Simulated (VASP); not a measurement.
# Sr (Pm-3m) in VASP: single point with PBEsol+D3(BJ)

Aim: the single point of Sr with PBEsol+D3(BJ).

All numbers are computed with VASP 6.6.1; they aren't measurements. Logs are shortened: lines on timing, memory, paths and dates and some standing lists are left out, and cuts for length are marked.

### 1 The cell of the first run

It takes space group Pm-3m (No. 221, cubic). The conventional cell has a = 4.110 Å, b = 4.110 Å, c = 4.110 Å, α = 90.00°, β = 90.00°, γ = 90.00°. Within 5.4 Å of Sr (site symmetry m-3m) lie 6 Sr at 4.11 Å.

### 2 Single point, PBEsol+D3(BJ)

INCAR

```
ALGO = Normal
EDIFF = 1E-7
ENCUT = 520
GGA = PS
ISIF = 2
ISMEAR = 1
IVDW = 12
LASPH = True
LCHARG = True
LELF = True
LREAL = False
LVHAR = True
LWAVE = False
NBANDS = 11
NELM = 100
PREC = Accurate
SIGMA = 0.15
```

KPOINTS

```
k-points
0
Gamma
  6 6 6
```

POSCAR

```
Sr
1.0
    4.1102480000      0.0000000000      0.0000000000
    0.0000000000      4.1102480000      0.0000000000
    0.0000000000      0.0000000000      4.1102480000
Sr
1
Direct
    0.0000000000      0.0000000000      0.0000000000
```

Potentials or basis: VASP PAW PBE potentials, release 64 (Sr_sv).

Launch:

```console
> cat potpaw_PBE.64/Sr_sv/POTCAR > POTCAR
> mpirun -np 1 vasp_std > vasp.out
```

OUTCAR:

```text
EDIFF = 1E-7
   ENCUT = 520
   GGA = PS
   ISIF = 2
   ISMEAR = 1
   IVDW = 12
   LASPH = True
   LREAL = False
   NELM = 100
   PREC = Accurate
 IVDW          = 12

 ion  position               nearest neighbor table
   1  0.000  0.000  0.000-

  LATTYP: Found a simple cubic cell.
 ALAT       =     4.1102480000

  Lattice vectors:

 A1 = (   4.1102480000,   0.0000000000,   0.0000000000)
 A2 = (   0.0000000000,   4.1102480000,   0.0000000000)
 A3 = (   0.0000000000,   0.0000000000,   4.1102480000)

Analysis of symmetry for initial positions (statically):
=====================================================================
 Subroutine PRICEL returns:
 Original cell was already a primitive cell.

 Routine SETGRP: Setting up the symmetry group for a
 simple cubic supercell.

 Subroutine GETGRP returns: Found 48 space group operations
 (whereof 48 operations were pure point group operations)
 out of a pool of 48 trial point group operations.

The static configuration has the point symmetry O_h .

Analysis of symmetry for dynamics (positions and initial velocities):
=====================================================================
 Subroutine PRICEL returns:
 Original cell was already a primitive cell.

 Routine SETGRP: Setting up the symmetry group for a
 simple cubic supercell.

 Subroutine GETGRP returns: Found 48 space group operations
 (whereof 48 operations were pure point group operations)
 out of a pool of 48 trial point group operations.

The dynamic configuration has the point symmetry O_h .

 Subroutine INISYM returns: Found 48 space group operations
 (whereof 48 operations are pure point group operations),
 and found     1 'primitive' translations

----------------------------------------------------------------------------------------

                                     Primitive cell

  volume of cell :      69.4391

  direct lattice vectors                    reciprocal lattice vectors
     4.110248000  0.000000000  0.000000000     0.243294322  0.000000000  0.000000000
     0.000000000  4.110248000  0.000000000     0.000000000  0.243294322  0.000000000
     0.000000000  0.000000000  4.110248000     0.000000000  0.000000000  0.243294322

  length of vectors
     4.110248000  4.110248000  4.110248000     0.243294322  0.243294322  0.243294322

  position of ions in fractional coordinates (direct lattice)
     0.000000000  0.000000000  0.000000000

[... 75 lines left out ...]
   NFREE  =      0    steps in history (QN), initial steepest desc. (CG)
   ISIF   =      2    stress and relaxation
   ISYM   =      2    0-nonsym 1-usesym 2-fastsym
   POTIM  = 0.5000    time-step for ionic-motion
   TEBEG  =    0.0;   TEEND  =   0.0 temperature during run
   PSTRESS=    0.0 pullay stress
   NELECT =      10.0000    total number of electrons
   NUPDOWN=      -1.0000    fix difference up-down
   EMIN   =  10.00;   EMAX   =-10.00  energy-range for DOS
   EFERMI =   0.00;   METHOD = LEGACY
   ISMEAR =     1;   SIGMA  =   0.15  broadening in eV -4-tet -1-fermi 0-gaus
   EFERMI_NEDOS =   21; number of points for ismear=-14 and -15
   IALGO  =     38    algorithm
   IMIX   =      4    mixing-type and parameters
     AMIX     =   0.40;   BMIX     =  1.00
     AMIX_MAG =   1.60;   BMIX_MAG =  1.00
  volume/ion in A,a.u.               =      69.44       468.60
  Fermi-wavevector in a.u.,A,eV,Ry     =   0.858104  1.621582 10.018557  0.736343
  Thomas-Fermi vector in A             =   1.975259
   LORBIT       =      0    0 simple, 1 ext, 2 COOP (PROOUT), +10 PAW based schemes
   GGA     = PS    functional components
   LHFCALC =     F    Hartree Fock is set to
   AEXX    =    0.0000 exact exchange contribution
   IVDW    =    12    specifies the selected vdW correction
   LEPSILON=     F    determine dielectric tensor
   LRPA    =     F    only Hartree local field effects (RPA)
 non-spin polarized calculation
 Methfessel and Paxton  Order N= 1 SIGMA  =   0.15
  energy-cutoff  :      520.00
  volume of cell :       69.44
 maximum number of plane-waves:      1890
 NGX is ok and might be reduce to    32
   NGX = 15   NGY = 15   NGZ = 15

 number of electron      10.0000000 magnetization

 Free energy of the ion-electron system (eV)
  ---------------------------------------------------
  ext. energy  EPLUGINS =         0.00000000
  ---------------------------------------------------
  free energy    TOTEN  =        -1.36517959 eV

  energy without entropy =       -1.36169952  energy(sigma->0) =       -1.36401957

 E-fermi :   0.5799     XC(G=0):  -6.7316

 val. band max:        0.5242234183   @ k =   0.5000   0.3333   0.0000
 cond. band min:       0.5863595384   @ k =   0.5000   0.3333   0.1667
 fundamental gap:      0.0621361201
 Fermi energy:         0.5799067702

 k-point     1 :       0.0000    0.0000    0.0000
  band No.  band energies     occupation
      1     -36.4225      2.00000
      2     -18.3248      2.00000
      3     -18.3248      2.00000
      4     -18.3248      2.00000
      5      -2.5156      2.00000
      6       1.3911     -0.00000
      7       1.3911     -0.00000
      8       4.8614      0.00000
      9       4.8614      0.00000
     10       4.8614      0.00000
     11       6.9731      0.00000
[... 253 lines left out ...]
 k-point    20 :       0.5000    0.5000    0.5000
  band No.  band energies     occupation
      1     -36.4001      2.00000
      2     -18.4382      2.00000
      3     -18.4382      2.00000
      4     -18.4382      2.00000
      5       1.3119     -0.00000
      6       1.3119     -0.00000
      7       1.3119     -0.00000
      8       4.6437      0.00000
      9       4.6437      0.00000
     10       4.6437      0.00000
     11       4.9418      0.00000

------------------------ aborting loop because EDIFF is reached ----------------------------------------

 Edisp (eV)   -0.18147

 E8    (eV) :    -0.1389

  FORCE on cell =-STRESS in cart. coord.  units (eV):
  Direction    XX          YY          ZZ          XY          YZ          ZX
  --------------------------------------------------------------------------------------
  -------------------------------------------------------------------------------------
  Total      -0.74376    -0.74376    -0.74376     0.00000     0.00000    -0.00000
  in kB     -17.16085   -17.16085   -17.16085     0.00000     0.00000    -0.00000
  external pressure =      -17.16 kB  Pullay stress =        0.00 kB

 VOLUME and BASIS-vectors are now :
 -----------------------------------------------------------------------------
  energy-cutoff  :      520.00
  volume of cell :       69.44
      direct lattice vectors                 reciprocal lattice vectors
     4.110248000  0.000000000  0.000000000     0.243294322  0.000000000  0.000000000
     0.000000000  4.110248000  0.000000000     0.000000000  0.243294322  0.000000000
     0.000000000  0.000000000  4.110248000     0.000000000  0.000000000  0.243294322

 POSITION                                       TOTAL-FORCE (eV/Angst)
 -----------------------------------------------------------------------------------
      0.00000      0.00000      0.00000         0.000000      0.000000      0.000000
 -----------------------------------------------------------------------------------
    total drift:                                0.000000     -0.000000      0.000000

  FREE ENERGIE OF THE ION-ELECTRON SYSTEM (eV)
  ---------------------------------------------------
  free  energy   TOTEN  =        -1.5466498098 eV

  energy  without entropy=       -1.5431697446  energy(sigma->0) =       -1.54548979
```

stdout:

```text
POSCAR found type information on POSCAR Sr
 POSCAR found :  1 types and       1 ions
 scaLAPACK will be used
 -----------------------------------------------------------------------------
|                                                                             |
|                                                                             |
|     You enforced a specific xc type in the INCAR file but a different       |
|     I HOPE YOU KNOW WHAT YOU ARE DOING!                                     |
|                                                                             |
 -----------------------------------------------------------------------------

 LDA part: xc-table for (Slater+PW92), standard interpolation
 POSCAR, INCAR and KPOINTS ok, starting setup
 FFT: planning ... GRIDC
 FFT: planning ... GRID_SOFT
 FFT: planning ... GRID
 WAVECAR not read
 entering main loop
```

Wall time 12 s (1 thread of Intel Xeon Platinum 8559C (Emerald Rapids), shared host); peak memory 0.18 GiB.

Results:

```yaml
Free_energy: -1.5466 eV
Pressure: -1.7 GPa
Band_gap_on_the_k_mesh: zero (band 5 reaches 1.31 eV, above the bottom of band 6 at 0.38 eV)
Dispersion_energy_per_atom: -0.181 eV
```

Caveat: three body term missing; the PAW data sets were made with another functional, which shifts forces and pressure a little; pairwise dispersion overbinds metals, which lowers pressure and volume.
